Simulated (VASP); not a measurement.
Input of a VASP 6.6.1 run:

The input INCAR:

```
SYSTEM = Al2O3
PREC = Accurate
ENCUT = 600
EDIFF = 1E-6
ISMEAR = 0
SIGMA = 0.01
LREAL = .False.
LASPH = .True.
NELM = 80
ALGO = Normal
ISIF = 3
LWAVE = .False.
LCHARG = .False.
IBRION = 2
NSW = 80
EDIFFG = -0.01
```

Contents of KPOINTS:

```
Automatic mesh
0
Gamma
  12 12 4
  0 0 0
```

File POSCAR:

```
Al2O3
1.0
    3.0174830000      0.0000000000      0.0000000000
   -1.5087415000      2.6132169335      0.0000000000
    0.0000000000      0.0000000000      7.5746360000
Al O
2 3
Direct
    0.0000000000      0.0000000000      0.2779510000
    0.0000000000      0.0000000000      0.7220490000
    0.3333333333      0.6666666667      0.1994540000
    0.6666666667      0.3333333333      0.8005460000
    0.0000000000      0.0000000000      0.5000000000
```

Potentials or basis: VASP PAW LDA potentials, release 64 (Al, O).

Command:

```bash
$ cat potpaw_LDA.64/Al/POTCAR potpaw_LDA.64/O/POTCAR > POTCAR
$ mpirun -np 1 vasp_std > vasp.out
```

**Question.** Estimate the band gap on the k mesh.

**Answer.** 2.44 eV.

**Question.** What does it give for the space group after relaxing (to 0.1 Å)?

**Answer.** P-3m1 (No. 164).

**Question.** What does it give for the relaxed cell?

**Answer.** a = 2.966 Å, b = 2.966 Å, c = 7.279 Å, α = 90.00°, β = 90.00°, γ = 120.00°.

**Question.** What does it give for the relaxed volume?

**Answer.** 11.09 Å³/atom.

Final structure:
```xyz
5
Lattice="2.9656 0.0000 0.0000 -1.4828 2.5683 0.0000 0.0000 0.0000 7.2791" Properties=species:S:1:pos:R:3 pbc="T T T"
Al    0.0000    0.0000    1.9763
Al    0.0000    0.0000    5.3027
O     0.0000    1.7122    1.3934
O     1.4828    0.8561    5.8857
O     0.0000    0.0000    3.6395
```

A k mesh can miss the band edges.
